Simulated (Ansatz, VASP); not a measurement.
**Cu in VASP and in Ansatz**

```
Cu
1.0
     0.00000    1.80750    1.80750
     1.87076    0.00000    1.80750
     1.87076    1.80750    0.00000
Cu
1
Cartesian
  0.0000 0.0000 0.0000
```

Change from the starting cell: strain +0.0350 x Voigt [1, 0, 0, 0, 0, 0], atoms carried along.

Alike in both runs: task single point; functional PBEsol; k mesh 22 × 22 × 22; occupations gaussian, width 0.15 eV; no spin polarisation.

```csv
,VASP,Ansatz
version,VASP 6.6.1,Ansatz 0.2.0
potentials or method,"VASP PAW PBE potentials, release 64 (Cu_sv_GW), cutoff 820 eV","scalar-relativistic, plane waves, PAW"
valence electrons in the cell,19,19
```

Ansatz gave:

- gap on the k mesh at the Fermi level (eV): none
- pressure (GPa): -10.7
- traceless stress, the component that is largest in VASP (GPa): -1.36

Problem. Which values does VASP return?

Solution. gap on the k mesh at the Fermi level (eV): none; pressure (GPa): -11.4; traceless stress, the component that is largest in VASP (GPa): -1.36.

VASP's potentials were made for PBE, not for PBEsol. A gap of «none» marks a metal or a gap that the smearing closes.
